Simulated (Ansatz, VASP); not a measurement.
# Ir in VASP and in Ansatz

The input INCAR:

```
SYSTEM = Ir
PREC = Accurate
ENCUT = 520
EDIFF = 1E-6
ISMEAR = -1
SIGMA = 0.08
LREAL = .False.
LASPH = .True.
NELM = 100
ALGO = Normal
ISIF = 2
LWAVE = .False.
LCHARG = .True.
GGA = PS
LELF = .True.
LVHAR = .True.
NBANDS = 10
```

The input KPOINTS:

```
Automatic mesh
0
Gamma
  19 19 19
  0 0 0
```

File POSCAR:

```
Ir
1.0
    0.0000000000      1.8765528308      1.8765528308
    1.8765528308      0.0000000000      1.8765528308
    1.8765528308      1.8765528308      0.0000000000
Ir
1
Direct
    0.0000000000      0.0000000000      0.0000000000
```

Input for Ansatz:

```yaml
crystal:
  lattice:
    - [0.0, 1.8765528308, 1.8765528308]
    - [1.8765528308, 0.0, 1.8765528308]
    - [1.8765528308, 1.8765528308, 0.0]
  atoms:
    - { symbol: Ir, position: [0.0, 0.0, 0.0] }
kpoints:
  mp_grid: { grid: [19, 19, 19] }
scf:
  occupations: { method: fermi_dirac, width: 0.08 }
hamiltonian:
  xc: pbesol
  pseudopotentials: { kind: all_electron, lapw: { basis_error: 0.001 } }
output:
  forces: true
  stress: true
  eigenvalues: true
  populations: true
```

Change from the starting cell: volume scaled by 0.94, LAPW.

Alike in both runs: task single point; functional PBEsol; k mesh 19 × 19 × 19; occupations fermi-dirac, width 0.08 eV; no spin polarisation.

|  | VASP | Ansatz |
| --- | --- | --- |
| version | VASP 6.6.1 | Ansatz 0.2.0 |
| potentials or method | VASP PAW PBE potentials, release 64 (Ir), cutoff 520 eV | all-electron LAPW, scalar-relativistic |

Ansatz gave:

* pressure (GPa): 27.8

Q: Which values does VASP return?

A: Pressure (GPa): 29.5.

VASP's potentials were made for PBE, not for PBEsol. Ansatz ran all-electron here, and VASP with PAW potentials.

Spin-orbit coupling is off throughout.
